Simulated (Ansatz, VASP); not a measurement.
This is a calculation of MgB for VASP 6.6.1.

File POSCAR:

```
MgB
1.0
    2.8951500000      0.0000000000      0.0000000000
    0.0000000000      2.8951500000      0.0000000000
    0.0000000000      0.0000000000      2.8951500000
Mg B
1 1
Direct
    0.0000000000      0.0000000000      0.0000000000
    0.5000000000      0.5000000000      0.5000000000
```

The input INCAR.step1:

```
PREC = Accurate
ENCUT = 600
EDIFF = 1E-5
ISMEAR = -1
SIGMA = 0.05
LREAL = False
LASPH = True
NELM = 60
ALGO = Normal
LWAVE = True
LCHARG = False
GGA = PE
NBANDS = 10
```

INCAR.step2

```
PREC = Accurate
ENCUT = 600
EDIFF = 1E-6
ISMEAR = -1
SIGMA = 0.05
LREAL = False
LASPH = True
NELM = 60
ALGO = Normal
ISIF = 3
LWAVE = False
LCHARG = False
GGA = PE
LHFCALC = True
AEXX = 0.25
PRECFOCK = Normal
IBRION = 2
NSW = 60
EDIFFG = -0.01
ISTART = 1
```

Contents of KPOINTS:

```
Automatic mesh
0
Gamma
  5 5 5
```

Potentials or basis: VASP PAW PBE potentials, release 64 (Mg, B).

Launch:

```console
$ cat potpaw_PBE.64/Mg/POTCAR potpaw_PBE.64/B/POTCAR > POTCAR
$ cp INCAR.step1 INCAR
$ mpirun -np 1 vasp_std > vasp.out
$ cp INCAR.step2 INCAR
$ mpirun -np 1 vasp_std > vasp.out
```

Translate it to Ansatz 0.2.0. Potentials there: Ansatz PAW.

As run (the cutoff follows the program's own potentials):

The input input.yaml:

```yaml
crystal:
  lattice:
    - [2.89515, 0.0, 0.0]
    - [0.0, 2.89515, 0.0]
    - [0.0, 0.0, 2.89515]
  atoms:
    - { symbol: Mg, position: [0.0, 0.0, 0.0] }
    - { symbol: B, position: [0.5, 0.5, 0.5] }
hamiltonian:
  xc: pbe0
  pseudopotentials: { kind: paw }
kpoints:
  mp_grid: { grid: [5, 5, 5] }
scf:
  occupations: { method: fermi_dirac, width: 0.05 }
output:
  forces: true
  stress: true
  eigenvalues: true
relax:
  f_tol: 0.01
  max_steps: 40
  cell: { stress_tol: 0.05 }
```

Potentials or basis: Ansatz PAW.

Launch:

```sh
$ ansatz run input.yaml --threads 2 --pin off --max-ram 5632MiB --backend cpu --events-out ev --progress --plain --runs-dir out
```

Both were run:

|  | VASP | Ansatz | Ansatz less VASP |
| --- | --- | --- | --- |
| gap on the k mesh at the Fermi level, each at its own relaxed structure (eV) | none | none | - |
| relaxed volume (Å³/atom) | 11.97 | 12.01 | +0.041 |
| relaxed cell length with the largest relative difference (Å) | 2.882 | 2.885 | +0.0033 |

A gap of «none» marks a metal or a gap that the smearing closes. VASP's potentials hold 5 valence electrons a cell and Ansatz's 13, so a difference there can come from the potentials and not from the codes.

The k mesh is coarse, so the values compare programs but aren't converged. Noted on Ansatz's run: the plane-wave basis is chosen anew once the cell has moved, so the energies of steps on either side of that aren't comparable.
